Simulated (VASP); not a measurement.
# BN (CsCl type) (Pm-3m) in VASP: notebook

Runs on BN (CsCl type). Level: PBE. Tasks: single point, relaxation of cell and atoms.

Everything below comes from runs of VASP 6.6.1. Logs are shortened: lines on timing, memory, paths and dates and some standing lists are left out, and cuts for length are marked.

**1. The cell of the first run**

The structure is cubic, space group Pm-3m (No. 221). Conventional cell: a = 2.240 Å, b = 2.240 Å, c = 2.240 Å, α = 90.00°, β = 90.00°, γ = 90.00°. Within 2.6 Å of B (site symmetry m-3m) lie 8 N at 1.94 Å and 6 B at 2.24 Å. Within 2.6 Å of N (site symmetry m-3m) lie 8 B at 1.94 Å and 6 N at 2.24 Å.

**2. Single point, PBE**

Input file INCAR:

```
SYSTEM = BN
  PREC = Accurate
  ENCUT = 520
  EDIFF = 1E-6
  ISMEAR = -1
  SIGMA = 0.1
  LREAL = .False.
  LASPH = .True.
  NELM = 100
  ALGO = Normal
  ISIF = 2
  LWAVE = .False.
  LCHARG = .False.
  GGA = PE
  NBANDS = 11
```

Input file KPOINTS:

```
regular mesh
0
Gamma
  14 14 14
  0 0 0
```

Input file POSCAR:

```
BN
1.0
    2.2402587192      0.0000000000      0.0000000000
    0.0000000000      2.2402587192      0.0000000000
    0.0000000000      0.0000000000      2.2402587192
B N
1 1
Direct
    0.0000000000      0.0000000000      0.0000000000
    0.5000000000      0.5000000000      0.5000000000
```

Potentials or basis: VASP PAW PBE potentials, release 64 (B, N).

Run with:

```
> cat potpaw_PBE.64/B/POTCAR potpaw_PBE.64/N/POTCAR > POTCAR
> mpirun -np 1 vasp_std > vasp.out
```

OUTCAR:

```text
SYSTEM = BN
   PREC = Accurate
   ENCUT = 520
   EDIFF = 1E-6
   ISMEAR = -1
   LREAL = .False.
   LASPH = .True.
   NELM = 100
   ISIF = 2
   GGA = PE

 ion  position               nearest neighbor table
   1  0.000  0.000  0.000-   2 1.94   2 1.94   2 1.94   2 1.94   2 1.94   2 1.94   2 1.94   2 1.94

   2  0.500  0.500  0.500-   1 1.94   1 1.94   1 1.94   1 1.94   1 1.94   1 1.94   1 1.94   1 1.94

  LATTYP: Found a simple cubic cell.
 ALAT       =     2.2402587192

  Lattice vectors:

 A1 = (   2.2402587192,   0.0000000000,   0.0000000000)
 A2 = (   0.0000000000,   2.2402587192,   0.0000000000)
 A3 = (   0.0000000000,   0.0000000000,   2.2402587192)

Analysis of symmetry for initial positions (statically):
=====================================================================
 Subroutine PRICEL returns:
 Original cell was already a primitive cell.

 Routine SETGRP: Setting up the symmetry group for a
 simple cubic supercell.

 Subroutine GETGRP returns: Found 48 space group operations
 (whereof 48 operations were pure point group operations)
 out of a pool of 48 trial point group operations.

The static configuration has the point symmetry O_h .

Analysis of symmetry for dynamics (positions and initial velocities):
=====================================================================
 Subroutine PRICEL returns:
 Original cell was already a primitive cell.

 Routine SETGRP: Setting up the symmetry group for a
 simple cubic supercell.

 Subroutine GETGRP returns: Found 48 space group operations
 (whereof 48 operations were pure point group operations)
 out of a pool of 48 trial point group operations.

The dynamic configuration has the point symmetry O_h .

 Subroutine INISYM returns: Found 48 space group operations
 (whereof 48 operations are pure point group operations),
 and found     1 'primitive' translations

----------------------------------------------------------------------------------------

                                     Primitive cell

  volume of cell :      11.2433

  direct lattice vectors                    reciprocal lattice vectors
     2.240258719  0.000000000  0.000000000     0.446377015  0.000000000  0.000000000
     0.000000000  2.240258719  0.000000000     0.000000000  0.446377015  0.000000000
     0.000000000  0.000000000  2.240258719     0.000000000  0.000000000  0.446377015

  length of vectors
     2.240258719  2.240258719  2.240258719     0.446377015  0.446377015  0.446377015

  position of ions in fractional coordinates (direct lattice)
     0.000000000  0.000000000  0.000000000
     0.500000000  0.500000000  0.500000000

  ion indices of the primitive-cell ions
   primitive index   ion index
                 1           1
                 2           2

----------------------------------------------------------------------------------------

 KPOINTS: regular mesh

Automatic generation of k-mesh.
 Grid dimensions read from file:
 generate k-points for:   14   14   14

 Generating k-lattice:

  Cartesian coordinates                     Fractional coordinates (reciprocal lattice)
     0.031884073  0.000000000  0.000000000     0.071428571  0.000000000  0.000000000
     0.000000000  0.031884073  0.000000000     0.000000000  0.071428571  0.000000000
     0.000000000  0.000000000  0.031884073     0.000000000  0.000000000  0.071428571

  Length of vectors
     0.031884073  0.031884073  0.031884073

  Shift w.r.t. Gamma in fractional coordinates (k-lattice)
     0.000000000  0.000000000  0.000000000

 Subroutine IBZKPT returns following result:
 ===========================================

 Found    120 irreducible k-points:

 Following reciprocal coordinates:
            Coordinates               Weight
  0.000000  0.000000  0.000000      1.000000
  0.071429  0.000000  0.000000      6.000000
  0.142857  0.000000  0.000000      6.000000
  0.214286  0.000000  0.000000      6.000000
  0.285714  0.000000  0.000000      6.000000
  0.357143  0.000000  0.000000      6.000000
[... 16 lines left out ...]
  0.285714  0.214286  0.000000     24.000000
  0.357143  0.214286  0.000000     24.000000
 [... further k-points ...]
   k-points           NKPTS =    120   k-points in BZ     NKDIM =    120   number of bands    NBANDS=     11
   number of dos      NEDOS =    301   number of ions     NIONS =      2
   total plane-waves  NPLWV =   5832
   dimension x,y,z NGX =    18 NGY =   18 NGZ =   18
   dimension x,y,z NGXF=    36 NGYF=   36 NGZF=   36
   ions per type =               1   1
   NGX,Y,Z   is equivalent  to a cutoff of  13.36, 13.36, 13.36 a.u.
   NGXF,Y,Z  is equivalent  to a cutoff of  26.72, 26.72, 26.72 a.u.
 SYSTEM =  BN
   PREC   = accura    normal or accurate (medium, high low for compatibility)
   ISTART =      0    job   : 0-new  1-cont  2-samecut
   ICHARG =      2    charge: 1-file 2-atom 10-const
   ISPIN  =      1    spin polarized calculation?
   LNONCOLLINEAR =      F non collinear calculations
   LSORBIT =      F    spin-orbit coupling
   LASPH  =      T    aspherical Exc in radial PAW
   ENCUT  =  520.0 eV  38.22 Ry    6.18 a.u.   4.17  4.17  4.17*2*pi/ulx,y,z
   NELM   =    100;   NELMIN=  2; NELMDL= -5     # of ELM steps
   EDIFF  = 0.1E-05   stopping-criterion for ELM
   LREAL  =      F    real-space projection
   EDIFFG = 0.1E-04   stopping-criterion for IOM
   NSW    =      0    number of steps for IOM
   IBRION =     -1    ionic relax: 0-MD 1-quasi-New 2-CG
   NFREE  =      0    steps in history (QN), initial steepest desc. (CG)
   ISIF   =      2    stress and relaxation
   ISYM   =      2    0-nonsym 1-usesym 2-fastsym
   POTIM  = 0.5000    time-step for ionic-motion
   TEBEG  =    0.0;   TEEND  =   0.0 temperature during run
   PSTRESS=    0.0 pullay stress
   NELECT =       8.0000    total number of electrons
   NUPDOWN=      -1.0000    fix difference up-down
   EMIN   =  10.00;   EMAX   =-10.00  energy-range for DOS
   EFERMI =   0.00;   METHOD = LEGACY
   ISMEAR =    -1;   SIGMA  =   0.10  broadening in eV -4-tet -1-fermi 0-gaus
   EFERMI_NEDOS =   21; number of points for ismear=-14 and -15
   IALGO  =     38    algorithm
   IMIX   =      4    mixing-type and parameters
     AMIX     =   0.40;   BMIX     =  1.00
     AMIX_MAG =   1.60;   BMIX_MAG =  1.00
  volume/ion in A,a.u.               =       5.62        37.94
  Fermi-wavevector in a.u.,A,eV,Ry     =   1.461526  2.761884 29.062851  2.136059
  Thomas-Fermi vector in A             =   2.577847
   LORBIT       =      0    0 simple, 1 ext, 2 COOP (PROOUT), +10 PAW based schemes
   GGA     = PE    functional components
   LHFCALC =     F    Hartree Fock is set to
   AEXX    =    0.0000 exact exchange contribution
   IVDW    =     0    specifies the selected vdW correction
   LEPSILON=     F    determine dielectric tensor
   LRPA    =     F    only Hartree local field effects (RPA)
 non-spin polarized calculation
  energy-cutoff  :      520.00
  volume of cell :       11.24
 maximum number of plane-waves:       320
 NGX is ok and might be reduce to    18
   NGX =  9   NGY =  9   NGZ =  9

 number of electron       8.0000001 magnetization

 Free energy of the ion-electron system (eV)
  ---------------------------------------------------
  ext. energy  EPLUGINS =         0.00000000
  ---------------------------------------------------
  free energy    TOTEN  =        -9.90960218 eV

  energy without entropy =       -9.88487181  energy(sigma->0) =       -9.89723699

 E-fermi :  10.5204     XC(G=0): -13.6840

 val. band max:       10.4986967461   @ k =   0.5000   0.2857   0.0000
 cond. band min:      10.5752833757   @ k =   0.5000   0.2857   0.0714
 fundamental gap:      0.0765866296
 Fermi energy:        10.5204142045

 k-point     1 :       0.0000    0.0000    0.0000
  band No.  band energies     occupation
      1     -12.0367      2.00000
      2       8.1579      2.00000
      3       8.1579      2.00000
      4       8.1579      2.00000
      5      13.3795      0.00000
      6      22.6682      0.00000
      7      22.6682      0.00000
      8      22.6682      0.00000
      9      22.7528      0.00000
     10      22.7528      0.00000
     11      47.2037      0.00000

 k-point     2 :       0.0714    0.0000    0.0000
  band No.  band energies     occupation
      1     -11.9190      2.00000
      2       7.3102      2.00000
      3       8.2594      2.00000
      4       8.2594      2.00000
      5      13.6939      0.00000
      6      21.8874      0.00000
      7      22.4851      0.00000
      8      22.4851      0.00000
      9      22.9050      0.00000
     10      24.2179      0.00000
     11      46.4371      0.00000

 k-point     3 :       0.1429    0.0000    0.0000
  band No.  band energies     occupation
      1     -11.5689      2.00000
      2       5.4106      2.00000
      3       8.5581      2.00000
      4       8.5581      2.00000
      5      14.2169      0.00000
      6      21.2801      0.00000
      7      21.9507      0.00000
      8      21.9507      0.00000
      9      23.3615      0.00000
     10      26.6720      0.00000
     11      44.6489      0.00000

 k-point     4 :       0.2143    0.0000    0.0000
  band No.  band energies     occupation
      1     -10.9946      2.00000
      2       3.1929      2.00000
      3       9.0339      2.00000
      4       9.0339      2.00000
      5      14.6526      0.00000
      6      20.6721      0.00000
      7      21.1193      0.00000
      8      21.1193      0.00000
      9      24.1221      0.00000
     10      29.9052      0.00000
     11      41.1704      0.00000

 k-point     5 :       0.2857    0.0000    0.0000
  band No.  band energies     occupation
      1     -10.2174      2.00000
      2       0.9916      2.00000
      3       9.6448      1.99968
      4       9.6448      1.99968
      5      15.0081      0.00000
      6      20.0558      0.00000
      7      20.0989      0.00000
      8      20.0989      0.00000
      9      25.1862      0.00000
     10      33.6357      0.00000
     11      37.9857      0.00000
[... 211 lines left out ...]
 k-point    21 :       0.5000    0.1429    0.0000
  band No.  band energies     occupation
      1      -7.4322      2.00000
      2      -2.8494      2.00000
      3       8.5246      2.00000
      4      11.3124      0.00073
      5      14.7114      0.00000
      6      17.0768      0.00000
      7      18.2724      0.00000
      8      19.8432      0.00000
      9      31.7451      0.00000
     10      32.4569      0.00000
     11      41.8817      0.00000

 k-point    22 :       0.2143    0.2143    0.0000
  band No.  band energies     occupation
      1      -9.9502      2.00000
      2       3.9096      2.00000
      3       4.3135      2.00000
      4       9.8204      1.99818
      5      16.4709      0.00000
      6      17.1406      0.00000
      7      20.4931      0.00000
      8      20.9677      0.00000
      9      28.5332      0.00000
     10      32.8739      0.00000
     11      38.1222      0.00000

 k-point    23 :       0.2857    0.2143    0.0000
  band No.  band energies     occupation
      1      -9.1704      2.00000
      2       1.9061      2.00000
      3       4.7949      2.00000
      4      10.3536      1.68273
      5      15.5584      0.00000
      6      17.0194      0.00000
      7      19.9808      0.00000
      8      20.7018      0.00000
      9      29.8586      0.00000
     10      35.8198      0.00000
     11      37.0727      0.00000

 k-point    24 :       0.3571    0.2143    0.0000
  band No.  band energies     occupation
      1      -8.2380      2.00000
      2      -0.0750      2.00000
      3       5.5272      2.00000
      4      10.9134      0.03854
      5      14.1073      0.00000
      6      17.4725      0.00000
      7      19.3940      0.00000
      8      20.3753      0.00000
      9      30.9770      0.00000
     10      36.0595      0.00000
     11      38.8806      0.00000

 [... further k-points ...]
[... 5 lines left out ...]
  --------------------------------------------------------------------------------------
  -------------------------------------------------------------------------------------
  Total        2.2363613      2.2363613      2.2363613      0.0000000      0.0000000      0.0000000
  in kB      318.6823633    318.6823633    318.6823633      0.0000000      0.0000000      0.0000000
  external PRESSURE =     318.6823633 kB  Pullay stress =       0.0000000 kB

 VOLUME and BASIS-vectors are now :
 -----------------------------------------------------------------------------
  energy-cutoff  :      520.00
  volume of cell :       11.24
      direct lattice vectors                 reciprocal lattice vectors
     2.240258719  0.000000000  0.000000000     0.446377015  0.000000000  0.000000000
     0.000000000  2.240258719  0.000000000     0.000000000  0.446377015  0.000000000
     0.000000000  0.000000000  2.240258719     0.000000000  0.000000000  0.446377015

 POSITION                                       TOTAL-FORCE (eV/Angst)
 -----------------------------------------------------------------------------------
      0.00000      0.00000      0.00000         0.000000      0.000000      0.000000
      1.12013      1.12013      1.12013         0.000000      0.000000      0.000000
 -----------------------------------------------------------------------------------
    total drift:                                0.000000     -0.000000      0.000000

  FREE ENERGIE OF THE ION-ELECTRON SYSTEM (eV)
  ---------------------------------------------------
  free  energy   TOTEN  =        -9.9096021780 eV

  energy  without entropy=       -9.8848718079  energy(sigma->0) =       -9.89723699
```

It took 6.6 s on 1 thread of Intel Xeon Platinum 8488C (Sapphire Rapids), shared host; peak memory 0.12 GiB.

What came out:

```
Free energy            : -9.9096 eV
Pressure               : 31.9 GPa
Band gap on the k mesh : zero (band 4 reaches 11.55 eV, above the bottom of band 5 at 7.99 eV)
```

Levels at points of the mesh, in eV from the Fermi level:
```
           k point  band 1  band 2  band 3  band 4  band 5  band 6  band 7  band 8
(0.00, 0.00, 0.00)  -22.56   -2.36   -2.36   -2.36    2.86   12.15   12.15   12.15
(0.50, 0.00, 0.00)  -18.43  -13.79    0.58    0.58    5.10    7.38    7.38    8.42
(0.50, 0.50, 0.00)  -13.96  -10.49  -10.49   -3.63    1.81    9.28    9.28    9.80
(0.50, 0.50, 0.50)  -10.84   -5.53   -5.53   -5.53   -1.81   -1.81   -1.81    4.15
```

**3. Single point, PBE**

Input file INCAR:

```
PREC = Accurate ; ENCUT = 520
EDIFF = 1E-7 ; ISMEAR = -1
SIGMA = 0.1 ; LREAL = F
LASPH = T ; NELM = 60
ALGO = Normal ; ISIF = 2
LWAVE = F ; LCHARG = F
GGA = PE ; NBANDS = 11
```

Input file KPOINTS:

```
Automatic mesh
0
Gamma
  14 14 14
```

Input file POSCAR:

```
BN
1.0
    2.2400647379      0.0000000000      0.0000000000
    0.0000000000      2.2400647379      0.0000000000
    0.0000000000      0.0000000000      2.2400647379
B N
1 1
Direct
    0.0000000000      0.0000000000      0.0000000000
    0.5000000000      0.5000000000      0.5000000000
```

Potentials or basis: VASP PAW PBE potentials, release 64 (B, N).

Run with:

```
> cat potpaw_PBE.64/B/POTCAR potpaw_PBE.64/N/POTCAR > POTCAR
> mpirun -np 1 vasp_std > vasp.out
```

OUTCAR:

```text
PREC = Accurate
   ENCUT = 520
   EDIFF = 1E-7
   ISMEAR = -1
   LREAL = F
   LASPH = T
   NELM = 60
   ISIF = 2
   GGA = PE

 ion  position               nearest neighbor table
   1  0.000  0.000  0.000-   2 1.94   2 1.94   2 1.94   2 1.94   2 1.94   2 1.94   2 1.94   2 1.94

   2  0.500  0.500  0.500-   1 1.94   1 1.94   1 1.94   1 1.94   1 1.94   1 1.94   1 1.94   1 1.94

  LATTYP: Found a simple cubic cell.
 ALAT       =     2.2400647379

  Lattice vectors:

 A1 = (   2.2400647379,   0.0000000000,   0.0000000000)
[... 513 lines left out ...]
      6      17.4788      0.00000
      7      19.3996      0.00000
      8      20.3816      0.00000
      9      30.9831      0.00000
     10      36.0669      0.00000
     11      38.8878      0.00000

 [... further k-points ...]
[... 5 lines left out ...]
  --------------------------------------------------------------------------------------
  -------------------------------------------------------------------------------------
  Total        2.2424924      2.2424924      2.2424924     -0.0000000     -0.0000000      0.0000000
  in kB      319.6390611    319.6390611    319.6390611     -0.0000000     -0.0000000      0.0000000
  external PRESSURE =     319.6390611 kB  Pullay stress =       0.0000000 kB

 VOLUME and BASIS-vectors are now :
 -----------------------------------------------------------------------------
  energy-cutoff  :      520.00
  volume of cell :       11.24
      direct lattice vectors                 reciprocal lattice vectors
     2.240064738  0.000000000  0.000000000     0.446415670  0.000000000  0.000000000
     0.000000000  2.240064738  0.000000000     0.000000000  0.446415670  0.000000000
     0.000000000  0.000000000  2.240064738     0.000000000  0.000000000  0.446415670

 POSITION                                       TOTAL-FORCE (eV/Angst)
 -----------------------------------------------------------------------------------
      0.00000      0.00000      0.00000         0.000000      0.000000      0.000000
      1.12003      1.12003      1.12003         0.000000      0.000000      0.000000
 -----------------------------------------------------------------------------------
    total drift:                                0.000000     -0.000000      0.000000

  FREE ENERGIE OF THE ION-ELECTRON SYSTEM (eV)
  ---------------------------------------------------
  free  energy   TOTEN  =        -9.9090202363 eV

  energy  without entropy=       -9.8842960875  energy(sigma->0) =       -9.89665816
```

OSZICAR:

```text
N       E                     dE             d eps       ncg     rms          rms(c)
DAV:   1     0.137820455694E+02    0.13782E+02   -0.48774E+03  2680   0.726E+02
DAV:   2    -0.987051808011E+01   -0.23653E+02   -0.22505E+02  3317   0.146E+02
DAV:   3    -0.103847364680E+02   -0.51422E+00   -0.50826E+00  3168   0.179E+01
DAV:   4    -0.103852164526E+02   -0.47998E-03   -0.47996E-03  2889   0.606E-01
DAV:   5    -0.103852166557E+02   -0.20306E-06   -0.20369E-06  3090   0.133E-02    0.511E+00
DAV:   6    -0.994330537576E+01    0.44191E+00   -0.38064E+00  2823   0.889E+00    0.218E+00
DAV:   7    -0.990822927293E+01    0.35076E-01   -0.20723E-01  2844   0.269E+00    0.121E+00
DAV:   8    -0.990918265994E+01   -0.95339E-03   -0.61800E-03  2925   0.744E-01    0.305E-01
DAV:   9    -0.990902127158E+01    0.16139E-03   -0.31604E-04  3033   0.118E-01    0.689E-02
DAV:  10    -0.990902031535E+01    0.95623E-06   -0.26132E-05  3009   0.416E-02    0.267E-03
DAV:  11    -0.990902023631E+01    0.79032E-07   -0.92248E-08  2355   0.281E-03
   1 F= -.99090202E+01 E0= -.98966582E+01  d E =-.247241E-01
```

Wall time 6.7 s (1 thread of Intel Xeon Platinum 8488C (Sapphire Rapids), shared host); peak memory 0.12 GiB.

What came out:

* Free energy: -9.9090 eV
* Pressure: 32.0 GPa
* Band gap on the k mesh: zero (band 4 reaches 11.55 eV, above the bottom of band 5 at 7.99 eV)

Levels at points of the mesh, in eV from the Fermi level:
```tsv
k point	band 1	band 2	band 3	band 4	band 5	band 6	band 7	band 8
(0.00, 0.00, 0.00)	-22.56	-2.36	-2.36	-2.36	2.86	12.15	12.15	12.15
(0.50, 0.00, 0.00)	-18.44	-13.79	0.58	0.58	5.10	7.39	7.39	8.42
(0.50, 0.50, 0.00)	-13.96	-10.49	-10.49	-3.63	1.81	9.29	9.29	9.81
(0.50, 0.50, 0.50)	-10.84	-5.53	-5.53	-5.53	-1.81	-1.81	-1.81	4.15
```

(Part 1 of 2 ends here.)
